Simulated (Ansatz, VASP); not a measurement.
AlN: VASP beside Ansatz

Contents of INCAR:

```
  ALGO = Normal
  EDIFF = 1E-7
  ENCUT = 520
  GGA = PS
  ISIF = 2
  ISMEAR = 0
  LASPH = T
  LCHARG = F
  LREAL = F
  LWAVE = F
  NBANDS = 11
  NELM = 100
  PREC = Accurate
  SIGMA = 0.05
```

KPOINTS

```
k-points
0
Gamma
  10 10 10
```

The input POSCAR:

```
AlN
1.0
   -0.1622182933      1.9797486072      1.9797486072
    1.9797486072     -0.1622182933      1.9797486072
    1.9797486072      1.9797486072     -0.1622182933
Al N
1 1
Direct
    0.5000000000      0.5000000000      0.5000000000
    0.0000000000      0.0000000000      0.0000000000
```

Input for Ansatz:

```yaml
crystal:
  lattice:
    - [-0.1622182933, 1.9797486072, 1.9797486072]
    - [1.9797486072, -0.1622182933, 1.9797486072]
    - [1.9797486072, 1.9797486072, -0.1622182933]
  atoms:
    - { symbol: Al, position: [0.5, 0.5, 0.5] }
    - { symbol: "N", position: [0.0, 0.0, 0.0] }
basis:
  ecutwfc: 520.0
kpoints:
  mp_grid: { grid: [10, 10, 10] }
hamiltonian:
  xc: pbesol
  pseudopotentials: { kind: paw, azcp: { folder: soft_1 } }
scf:
  occupations: { method: gaussian, width: 0.05 }
output:
  forces: true
  stress: true
  eigenvalues: true
```

Alike in both runs: task single point; functional PBEsol; k mesh 10 × 10 × 10; occupations gaussian, width 0.05 eV; no spin polarisation.

|  | VASP | Ansatz |
| --- | --- | --- |
| version | VASP 6.6.1 | Ansatz 0.2.0 |
| potentials or method | VASP PAW PBE potentials, release 64 (Al, N), cutoff 520 eV | scalar-relativistic, plane waves, PAW |
| valence electrons in the cell | 8 | 8 |

|  | VASP | Ansatz | Ansatz less VASP |
| --- | --- | --- | --- |
| gap on the k mesh at the Fermi level (eV) | 2.34 | 2.34 | +0.001 |
| least direct gap on the mesh (eV) | 3.58 | 3.57 | -0.014 |
| pressure (GPa) | -11.3 | -11.3 | +0.01 |
| traceless stress, the component that is largest in VASP (GPa) | 19.92 | 19.90 | -0.020 |

VASP's potentials were made for PBE, not for PBEsol, and Ansatz warns of the same on its side. With one functional, cell and mesh, what is left measures potentials, basis and numerics.
